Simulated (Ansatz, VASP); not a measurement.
**Two plane-wave programs on Mn**

Contents of INCAR:

```
SYSTEM = Mn
PREC = Accurate ; ENCUT = 520
EDIFF = 1E-6 ; ISMEAR = -1
SIGMA = 0.05 ; LREAL = .FALSE.
LASPH = .TRUE. ; NELM = 60
ALGO = Normal ; ISIF = 2
LWAVE = .FALSE. ; LCHARG = .FALSE.
GGA = PE ; NBANDS = 20
```

File KPOINTS:

```
regular mesh
0
G
  17 17 9
  0 0 0
```

Contents of POSCAR:

```
Mn
1.0
    2.4816091129      0.0000000000      0.0000000000
   -1.2408045565      2.1491365340      0.0000000000
    0.0000000000      0.0000000000      4.0147266012
Mn
2
Direct
    0.3333333333      0.6666666667      0.2500000000
    0.6666666667      0.3333333333      0.7500000000
```

Input for Ansatz:

```yaml
crystal:
  lattice:
    - [2.4816091129, 0.0, 0.0]
    - [-1.2408045565, 2.149136534, 0.0]
    - [0.0, 0.0, 4.0147266012]
  atoms:
    - { symbol: Mn, position: [0.3333333333, 0.6666666667, 0.25] }
    - { symbol: Mn, position: [0.6666666667, 0.3333333333, 0.75] }
kpoints:
  mp_grid: { grid: [17, 17, 9] }
  band_path:
    path:
      - [0.0, 0.0, 0.0]
      - [0.5, 0.0, 0.0]
      - [0.3333333333, 0.3333333333, 0.0]
      - [0.0, 0.0, 0.0]
      - [0.0, 0.0, 0.5]
      - [0.5, 0.0, 0.5]
      - [0.3333333333, 0.3333333333, 0.5]
      - [0.0, 0.0, 0.5]
      - [0.5, 0.0, 0.5]
    npoints: 8
scf:
  occupations: { method: fermi_dirac, width: 0.05 }
hamiltonian:
  xc: pbe
  pseudopotentials: { kind: paw }
output:
  forces: true
  stress: true
  eigenvalues: true
  populations: true
  dos: { projected: true, de: 0.2, e_range: [-14, 8] }
```

Change from the starting cell: volume scaled by 1, PAW files.

Alike in both runs: task single point; functional PBE; k mesh 17 × 17 × 9; occupations fermi-dirac, width 0.05 eV; no spin polarisation.

|  | VASP | Ansatz |
| --- | --- | --- |
| version | VASP 6.6.1 | Ansatz 0.2.0 |
| potentials or method | VASP PAW PBE potentials, release 64 (Mn_pv) | PAW with Ansatz's default frozen-core files, scalar-relativistic |
| plane-wave cutoff (eV) | 520 | 420 |
| valence electrons in the cell | 26 | 30 |

```csv
,VASP,Ansatz,Ansatz less VASP
pressure (GPa),-0.1,0.0,+0.15
"traceless stress, the component that is largest in VASP (GPa)",-0.12,-0.02,+0.103
```

VASP's potentials hold 26 valence electrons a cell and Ansatz's 30, so a difference there can come from the potentials and not from the codes.
